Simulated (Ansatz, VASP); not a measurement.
Al3GaN4 in VASP and in Ansatz

INCAR

```
SYSTEM = Al3GaN4
PREC = Accurate
ENCUT = 520
EDIFF = 1E-6
ISMEAR = 0
SIGMA = 0.02
LREAL = Auto
LASPH = .True.
NELM = 100
ALGO = Normal
ISIF = 2
LWAVE = .False.
LCHARG = .False.
GGA = PS
NBANDS = 56
```

File KPOINTS:

```
regular mesh
0
Gamma
  6 4 4
  0 0 0
```

File POSCAR:

```
Al3GaN4
1.0
    0.0000000000      0.0000000000     -5.0426232694
    3.1298732138      5.4210994276      0.0000000000
    3.1276510703     -5.4198164724      0.0000000000
Ga Al N
2 6 8
Direct
   -0.0008705098      0.1657364743      0.3314729486
    0.4991294902      0.3342635257      0.6685270514
    0.0001661853      0.1652402569      0.8337710783
    0.0004670762      0.6668752688      0.3337505377
    0.0001661853      0.6685308214      0.8337710783
    0.5001661853      0.3347597431      0.1662289217
    0.5004670762      0.8331247312      0.6662494623
    0.5001661853      0.8314691786      0.1662289217
    0.6119671910      0.1633563679      0.3267127358
    0.6233437898      0.1627148394      0.8367416774
    0.6214162924      0.6668974807      0.3337949614
    0.6233437898      0.6740268380      0.8367416774
    0.1119671910      0.3366436321      0.6732872642
    0.1233437898      0.3372851606      0.1632583226
    0.1214162924      0.8331025193      0.6662050386
    0.1233437898      0.8259731620      0.1632583226
```

Input for Ansatz:

```yaml
crystal:
  lattice:
    - [0.0, 0.0, -5.0426232694]
    - [3.1298732138, 5.4210994276, 0.0]
    - [3.1276510703, -5.4198164724, 0.0]
  atoms:
    - { symbol: Ga, position: [-0.0008705098, 0.1657364743, 0.3314729486] }
    - { symbol: Al, position: [0.0001661853, 0.1652402569, 0.8337710783] }
    - { symbol: Al, position: [0.0004670762, 0.6668752688, 0.3337505377] }
    - { symbol: Al, position: [0.0001661853, 0.6685308214, 0.8337710783] }
    - { symbol: Ga, position: [0.4991294902, 0.3342635257, 0.6685270514] }
    - { symbol: Al, position: [0.5001661853, 0.3347597431, 0.1662289217] }
    - { symbol: Al, position: [0.5004670762, 0.8331247312, 0.6662494623] }
    - { symbol: Al, position: [0.5001661853, 0.8314691786, 0.1662289217] }
    - { symbol: "N", position: [0.611967191, 0.1633563679, 0.3267127358] }
    - { symbol: "N", position: [0.6233437898, 0.1627148394, 0.8367416774] }
    - { symbol: "N", position: [0.6214162924, 0.6668974807, 0.3337949614] }
    - { symbol: "N", position: [0.6233437898, 0.674026838, 0.8367416774] }
    - { symbol: "N", position: [0.111967191, 0.3366436321, 0.6732872642] }
    - { symbol: "N", position: [0.1233437898, 0.3372851606, 0.1632583226] }
    - { symbol: "N", position: [0.1214162924, 0.8331025193, 0.6662050386] }
    - { symbol: "N", position: [0.1233437898, 0.825973162, 0.1632583226] }
basis:
  ecutwfc: 420
kpoints:
  mp_grid: { grid: [6, 4, 4] }
  band_path: { path: [[0.0, 0.0, 0.0], [0.05, 0.0, 0.0]], npoints: 1 }
hamiltonian:
  xc: pbesol
scf:
  occupations: { method: gaussian, width: 0.02 }
  n_extra_bands: 11
output:
  forces: true
  stress: true
  eigenvalues: true
```

Alike in both runs: task single point; functional PBEsol; k mesh 6 × 4 × 4; occupations gaussian, width 0.02 eV; no spin polarisation.

|  | VASP | Ansatz |
| --- | --- | --- |
| version | VASP 6.6.1 | Ansatz 0.2.0 |
| potentials or method | VASP PAW PBE potentials, release 64 (Ga_d, Al, N), cutoff 520 eV | scalar-relativistic, plane waves, PAW |
| valence electrons in the cell | 84 | 84 |

VASP gave:

- gap on the k mesh at the Fermi level (eV): 3.51
- least direct gap on the mesh (eV): 3.51
- pressure (GPa): -0.1
- rms of the force components (eV/Å): 0.004

**Question.** Estimate Ansatz's values.

**Answer.** gap on the k mesh at the Fermi level (eV): 3.49; least direct gap on the mesh (eV): 3.49; pressure (GPa): 0.0; rms of the force components (eV/Å): 0.000.

VASP's potentials were made for PBE, not for PBEsol.
